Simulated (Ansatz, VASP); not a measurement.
## GaSb3 in VASP and in Ansatz

```
CELL_PARAMETERS angstrom
0.00000 3.74489 3.55015
3.74489 0.00000 3.55015
3.74489 3.74489 0.00000
ATOMIC_POSITIONS crystal
Ga 0.00000 0.00000 0.00000
Sb 0.25000 0.25000 0.25000
Sb 0.75000 0.75000 0.75000
Sb 0.50000 0.50000 0.50000
```

Alike in both runs: task single point; functional PBEsol; k mesh 10 × 10 × 10; occupations gaussian, width 0.15 eV; no spin polarisation.

|  | VASP | Ansatz |
| --- | --- | --- |
| version | VASP 6.6.1 | Ansatz 0.2.0 |
| potentials or method | VASP PAW PBE potentials, release 64 (Ga_d, Sb), cutoff 520 eV | scalar-relativistic, plane waves, PAW |
| valence electrons in the cell | 28 | 58 |

```tsv
	VASP	Ansatz	Ansatz less VASP
gap on the k mesh at the Fermi level (eV)	none	none	-
pressure (GPa)	-1.4	-1.4	+0.01
traceless stress, the component that is largest in VASP (GPa)	0.67	0.66	-0.006
```

VASP's potentials were made for PBE, not for PBEsol, and Ansatz warns of the same on its side. A gap of «none» marks a metal or a gap that the smearing closes. With one functional, cell and mesh, what is left measures potentials, basis and numerics. VASP's potentials hold 28 valence electrons a cell and Ansatz's 58, so a difference there can come from the potentials and not from the codes.

Neither program's run includes spin-orbit coupling.
